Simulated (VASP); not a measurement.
Here is a VASP 6.6.1 calculation.

File POSCAR:

```
Bi
1.0
    2.2672586491      1.3090023913      4.1166667488
   -2.2672586491      1.3090023913      4.1166667488
    0.0000000000     -2.6180047827      4.1166667487
Bi
2
Direct
    0.2317091399      0.2317091399      0.2317091399
    0.7682908601      0.7682908601      0.7682908601
```

The input INCAR.step1:

```
PREC = Accurate ; ENCUT = 520
ISMEAR = 0 ; SIGMA = 0.6
LREAL = False ; LASPH = True
NELM = 60 ; NBANDS = 22
GGA = PE ; ALGO = Normal
EDIFF = 1E-4 ; LWAVE = True
LCHARG = False
```

INCAR.step2

```
PREC = Accurate ; ENCUT = 520
EDIFF = 1E-6 ; ISMEAR = 0
SIGMA = 0.6 ; LREAL = False
LASPH = True ; NELM = 60
ALGO = Normal ; ISIF = 2
LWAVE = False ; LCHARG = False
METAGGA = R2SCAN ; LMIXTAU = True
NBANDS = 22 ; ISTART = 1
```

The input KPOINTS:

```
Automatic mesh
0
Gamma
  9 9 9
```

Potentials or basis: VASP PAW PBE potentials, release 64 (Bi_d).

Launch:

```sh
$ cat potpaw_PBE.64/Bi_d/POTCAR > POTCAR
$ cp INCAR.step1 INCAR
$ mpirun -np 1 vasp_std > vasp.out
$ cp INCAR.step2 INCAR
$ mpirun -np 1 vasp_std > vasp.out
```

What does it give for the largest force?

0.047 eV/Å.

Predict the pressure.

0.0 GPa.

Forces in eV/Å, atoms in the order of the input:
```
Bi   0.000  0.000  0.047
Bi   0.000  0.000 -0.047
```

Caveat: so wide a smearing shifts energies and pressures; the PAW data sets were made with another functional, which shifts forces and pressure a little.
